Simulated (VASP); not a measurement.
# LiF (P6_3mc) in VASP: notebook

LiF is run at these levels: LDA; tasks: single point.

Program: VASP 6.6.1. These are calculated values, not measurements. Logs are shortened: lines on timing, memory, paths and dates and some standing lists are left out, and cuts for length are marked.

### Step 1. The cell of the first run

Symmetry: P6_3mc, No. 186, hexagonal system. Conventional cell: a = 3.058 Å, b = 3.058 Å, c = 5.305 Å, α = 90.00°, β = 90.00°, γ = 120.00°. Within 2.5 Å of Li (site symmetry 3m) lie 4 F at 1.85 to 2.08 Å. Within 2.5 Å of F (site symmetry 3m) lie 4 Li at 1.85 to 2.08 Å.

### Step 2. Single point, LDA (volume 10.743 Å^3 an atom, c/a of the conventional cell 1.7346)

The input, INCAR:

```
SYSTEM = LiF
PREC = Accurate
ENCUT = 520
EDIFF = 1E-7
ISMEAR = 0
SIGMA = 0.05
LREAL = .FALSE.
LASPH = .TRUE.
NELM = 60
ALGO = Normal
ISIF = 2
LWAVE = .FALSE.
LCHARG = .FALSE.
GGA = CA
NBANDS = 18
```

The input, KPOINTS:

```
regular mesh
0
G
  9 9 6
  0 0 0
```

The input, POSCAR:

```
LiF
1.0
    3.0583360063      0.0000000000      0.0000000000
   -1.5291680031      2.6485966747      0.0000000000
    0.0000000000      0.0000000000      5.3049896365
Li F
2 2
Direct
    0.3333333333      0.6666666667      0.3839784076
    0.6666666667      0.3333333333      0.8839784076
    0.3333333333      0.6666666667      0.9910195924
    0.6666666667      0.3333333333      0.4910195924
```

Potentials or basis: VASP PAW LDA potentials, release 64 (Li_sv, F).

On the command line:

```
$ cat potpaw_LDA.64/Li_sv/POTCAR potpaw_LDA.64/F/POTCAR > POTCAR
$ mpirun -np 1 vasp_std > vasp.out
```

OUTCAR:

```text
SYSTEM = LiF
   PREC = Accurate
   ENCUT = 520
   EDIFF = 1E-7
   ISMEAR = 0
   LREAL = .FALSE.
   LASPH = .TRUE.
   NELM = 60
   ISIF = 2
   GGA = CA

 ion  position               nearest neighbor table
   1  0.333  0.667  0.384-   4 1.85   4 1.85   4 1.85   3 2.08
   2  0.667  0.333  0.884-   3 1.85   3 1.85   3 1.85   4 2.08
   3  0.333  0.667  0.991-   2 1.85   2 1.85   2 1.85   1 2.08
   4  0.667  0.333  0.491-   1 1.85   1 1.85   1 1.85   2 2.08

  LATTYP: Found a hexagonal cell.
 ALAT       =     3.0583360063
 C/A-ratio  =     1.7346000000

  Lattice vectors:

 A1 = (   3.0583360063,   0.0000000000,   0.0000000000)
 A2 = (  -1.5291680031,   2.6485966747,   0.0000000000)
 A3 = (   0.0000000000,   0.0000000000,   5.3049896365)

Analysis of symmetry for initial positions (statically):
=====================================================================
 Subroutine PRICEL returns:
 Original cell was already a primitive cell.

 Routine SETGRP: Setting up the symmetry group for a
 hexagonal supercell.

 Subroutine GETGRP returns: Found 12 space group operations
 (whereof  6 operations were pure point group operations)
 out of a pool of 24 trial point group operations.

The static configuration has the point symmetry C_3v.
 The point group associated with its full space group is C_6v.

Analysis of symmetry for dynamics (positions and initial velocities):
=====================================================================
 Subroutine PRICEL returns:
 Original cell was already a primitive cell.

 Routine SETGRP: Setting up the symmetry group for a
 hexagonal supercell.

 Subroutine GETGRP returns: Found 12 space group operations
 (whereof  6 operations were pure point group operations)
 out of a pool of 24 trial point group operations.

The dynamic configuration has the point symmetry C_3v.
 The point group associated with its full space group is C_6v.

 Subroutine INISYM returns: Found 12 space group operations
 (whereof  6 operations are pure point group operations),
 and found     1 'primitive' translations

----------------------------------------------------------------------------------------

                                     Primitive cell

  volume of cell :      42.9720

  direct lattice vectors                    reciprocal lattice vectors
     3.058336006  0.000000000  0.000000000     0.326975191  0.188779215  0.000000000
    -1.529168003  2.648596675  0.000000000     0.000000000  0.377558429  0.000000000
[... 87 lines left out ...]
   ENCUT  =  520.0 eV  38.22 Ry    6.18 a.u.   5.69  5.69  9.86*2*pi/ulx,y,z
   NELM   =     60;   NELMIN=  2; NELMDL= -5     # of ELM steps
   EDIFF  = 0.1E-06   stopping-criterion for ELM
   LREAL  =      F    real-space projection
   EDIFFG = 0.1E-05   stopping-criterion for IOM
   NSW    =      0    number of steps for IOM
   IBRION =     -1    ionic relax: 0-MD 1-quasi-New 2-CG
   NFREE  =      0    steps in history (QN), initial steepest desc. (CG)
   ISIF   =      2    stress and relaxation
   ISYM   =      2    0-nonsym 1-usesym 2-fastsym
   POTIM  = 0.5000    time-step for ionic-motion
   TEBEG  =    0.0;   TEEND  =   0.0 temperature during run
   PSTRESS=    0.0 pullay stress
   NELECT =      20.0000    total number of electrons
   NUPDOWN=      -1.0000    fix difference up-down
   EMIN   =  10.00;   EMAX   =-10.00  energy-range for DOS
   EFERMI =   0.00;   METHOD = LEGACY
   ISMEAR =     0;   SIGMA  =   0.05  broadening in eV -4-tet -1-fermi 0-gaus
   EFERMI_NEDOS =   21; number of points for ismear=-14 and -15
   IALGO  =     38    algorithm
   IMIX   =      4    mixing-type and parameters
     AMIX     =   0.40;   BMIX     =  1.00
     AMIX_MAG =   1.60;   BMIX_MAG =  1.00
  volume/ion in A,a.u.               =      10.74        72.50
  Fermi-wavevector in a.u.,A,eV,Ry     =   1.268692  2.397481 21.899668  1.609580
  Thomas-Fermi vector in A             =   2.401773
   LORBIT       =      0    0 simple, 1 ext, 2 COOP (PROOUT), +10 PAW based schemes
   GGA     = CA    functional components
   LHFCALC =     F    Hartree Fock is set to
   AEXX    =    0.0000 exact exchange contribution
   IVDW    =     0    specifies the selected vdW correction
   LEPSILON=     F    determine dielectric tensor
   LRPA    =     F    only Hartree local field effects (RPA)
 non-spin polarized calculation
 Gauss-broadening in eV      SIGMA  =   0.05
  energy-cutoff  :      520.00
  volume of cell :       42.97
 maximum number of plane-waves:      1184
 NGX is ok and might be reduce to    24
   NGX = 11   NGY = 11   NGZ = 19

 number of electron      19.9999995 magnetization

 Free energy of the ion-electron system (eV)
  ---------------------------------------------------
  ext. energy  EPLUGINS =         0.00000000
  ---------------------------------------------------
  free energy    TOTEN  =       -20.60887495 eV

  energy without entropy =      -20.60887495  energy(sigma->0) =      -20.60887495

 E-fermi :  -2.9517     XC(G=0):  -9.1765

 val. band max:       -3.2221578347   @ k =   0.0000   0.0000   0.0000
 cond. band min:       3.9214270166   @ k =   0.0000   0.0000   0.0000
 fundamental gap:      7.1435848513
 Fermi energy:        -2.9516653757

 k-point     1 :       0.0000    0.0000    0.0000
  band No.  band energies     occupation
      1     -42.6166      2.00000
      2     -42.5941      2.00000
      3     -22.0170      2.00000
      4     -21.8562      2.00000
      5      -5.1263      2.00000
      6      -3.4284      2.00000
[... 481 lines left out ...]
      5      -4.9787      2.00000
      6      -4.3573      2.00000
[... 10 lines left out ...]
     17      14.2366      0.00000
     18      16.9050      0.00000

 [... further k-points ...]
[... 5 lines left out ...]
  --------------------------------------------------------------------------------------
  -------------------------------------------------------------------------------------
  Total       -1.1272017     -1.1272017     -2.7123929     -0.0000000      0.0000000      0.0000000
  in kB      -42.0268330    -42.0268330   -101.1294418     -0.0000000      0.0000000      0.0000000
  external PRESSURE =     -61.7277026 kB  Pullay stress =       0.0000000 kB

 VOLUME and BASIS-vectors are now :
 -----------------------------------------------------------------------------
  energy-cutoff  :      520.00
  volume of cell :       42.97
      direct lattice vectors                 reciprocal lattice vectors
     3.058336006  0.000000000  0.000000000     0.326975191  0.188779215  0.000000000
    -1.529168003  2.648596675  0.000000000     0.000000000  0.377558429  0.000000000
     0.000000000  0.000000000  5.304989637     0.000000000  0.000000000  0.188501782

 POSITION                                       TOTAL-FORCE (eV/Angst)
 -----------------------------------------------------------------------------------
     -0.00000      1.76573      2.03700        -0.000000      0.000000     -0.155820
      1.52917      0.88287      4.68950         0.000000      0.000000     -0.155820
     -0.00000      1.76573      5.25735        -0.000000      0.000000      0.155820
      1.52917      0.88287      2.60485         0.000000     -0.000000      0.155820
 -----------------------------------------------------------------------------------
    total drift:                                0.000001      0.000001      0.001078

  FREE ENERGIE OF THE ION-ELECTRON SYSTEM (eV)
  ---------------------------------------------------
  free  energy   TOTEN  =       -20.6088749529 eV

  energy  without entropy=      -20.6088749529  energy(sigma->0) =      -20.60887495
```

stdout:

```text
POSCAR found type information on POSCAR LiF
 POSCAR found :  2 types and       4 ions
 scaLAPACK will be used
 LDA part: xc-table for (Slater(with rela. corr.)+CA(PZ))
 , standard interpolation
 POSCAR, INCAR and KPOINTS ok, starting setup
 FFT: planning ... GRIDC
 FFT: planning ... GRID_SOFT
 FFT: planning ... GRID
 WAVECAR not read
 entering main loop
```

Run time: 20 s. Hardware: 1 thread of AMD EPYC 9R45 (Zen 5), shared host; peak memory 0.12 GiB.

What came out:

| Quantity | Value |
| --- | --- |
| Free energy | -20.6089 eV |
| Largest force | 0.156 eV/Å |
| Band gap on the k mesh | 7.14 eV, direct |

Forces in eV/Å, atoms in the order of the input:
```
Li   0.000  0.000 -0.156
Li   0.000  0.000 -0.156
F    0.000  0.000  0.156
F    0.000  0.000  0.156
```

Levels at points of the mesh, in eV from the valence-band top:
| k point | band 8 | band 9 | band 10 | band 11 | band 12 | band 13 |
| --- | --- | --- | --- | --- | --- | --- |
| (0.00, 0.00, 0.00) | -0.02 | -0.02 | 0.00 | 7.14 | 10.79 | 13.86 |
| (0.00, 0.00, 0.50) | -0.11 | -0.11 | -0.11 | 8.67 | 8.67 | 15.84 |

Caveat: the cutoff is under 1.25 times the usual one of these potentials, so pressure, stress and relaxed cells hold a basis-set (Pulay) error. A k mesh can miss the band edges.

### Step 3. Single point, LDA (volume 10.743 Å^3 an atom, c/a of the conventional cell 1.3629)

INCAR, as its differences from that of step 2:

```diff
@@ -3,3 +3,3 @@
 ENCUT = 520
-EDIFF = 1E-7
+EDIFF = 1E-6
 ISMEAR = 0
@@ -8,3 +8,3 @@
 LASPH = .TRUE.
-NELM = 60
+NELM = 100
 ALGO = Normal
```

The input, KPOINTS:

```
Automatic mesh
0
G
  9 9 6
  0 0 0
```

The input, POSCAR:

```
LiF
1.0
    3.3143394125      0.0000000000      0.0000000000
   -1.6571697062      2.8703021280      0.0000000000
    0.0000000000      0.0000000000      4.5171131853
Li F
2 2
Direct
    0.3333333333      0.6666666667      0.3839784076
    0.6666666667      0.3333333333      0.8839784076
    0.3333333333      0.6666666667      0.9910195924
    0.6666666667      0.3333333333      0.4910195924
```

Potentials or basis: VASP PAW LDA potentials, release 64 (Li_sv, F).

On the command line:

```
$ cat potpaw_LDA.64/Li_sv/POTCAR potpaw_LDA.64/F/POTCAR > POTCAR
$ mpirun -np 1 vasp_std > vasp.out
```

Run time: 23 s. Hardware: 1 thread of AMD EPYC 9R45 (Zen 5), shared host; peak memory 0.13 GiB.

It converged, with:

| Property | Result |
| --- | --- |
| Free energy | -20.5750 eV |
| Largest force | 0.403 eV/Å |
| Band gap on the k mesh | 6.97 eV, direct |

Forces on the atoms (eV/Å):
```
Li   0.000  0.000  0.403
Li   0.000  0.000  0.403
F    0.000  0.000 -0.403
F    0.000  0.000 -0.403
```

Levels at points of the mesh, in eV from the valence-band top:
```
           k point  band 8  band 9  band 10  band 11  band 12  band 13
(0.00, 0.00, 0.00)   -0.23   -0.23     0.00     6.97    11.95    14.89
(0.00, 0.00, 0.50)   -0.48   -0.48    -0.48     8.82     8.82    16.62
```

Caveat: the cutoff is under 1.25 times the usual one of these potentials, so pressure, stress and relaxed cells hold a basis-set (Pulay) error.
